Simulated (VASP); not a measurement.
A run of VASP 6.6.1 is set up as follows.

INCAR

```
  PREC = Accurate
  ENCUT = 500
  EDIFF = 1E-6
  ISMEAR = 0
  SIGMA = 0.01
  LREAL = False
  LASPH = True
  NELM = 200
  ALGO = Normal
  ISIF = 2
  LWAVE = False
  LCHARG = True
  MAGMOM = 0 0 0 0 0 0
  LORBIT = 11
  LSORBIT = True
  GGA_COMPAT = False
  LORBMOM = True
  GGA = CA
  LVHAR = True
  NBANDS = 28
```

KPOINTS

```
Automatic mesh
0
Gamma
  6 6 6
```

The input POSCAR:

```
CsCl
1.0
    3.9692272329     -0.0099230681     -0.0099230681
   -0.0099230681      3.9692272329     -0.0099230681
   -0.0099230681     -0.0099230681      3.9692272329
Cs Cl
1 1
Direct
    0.0000000000      0.0000000000      0.0000000000
    0.5000000000      0.5000000000      0.5000000000
```

Potentials or basis: VASP PAW LDA potentials, release 64 (Cs_sv, Cl).

Launch:

```console
$ cat potpaw_LDA.64/Cs_sv/POTCAR potpaw_LDA.64/Cl/POTCAR > POTCAR
$ mpirun -np 1 vasp_ncl > vasp.out
```

(1) What does it give for the pressure?

(2) What does it give for the net moment?

Answers

(1) 0.1 GPa.

(2) 0.00 μB per cell.

Caveat: the cell differs from its parent crystal (equal xy, yz and zx engineering shears of -0.5 %).
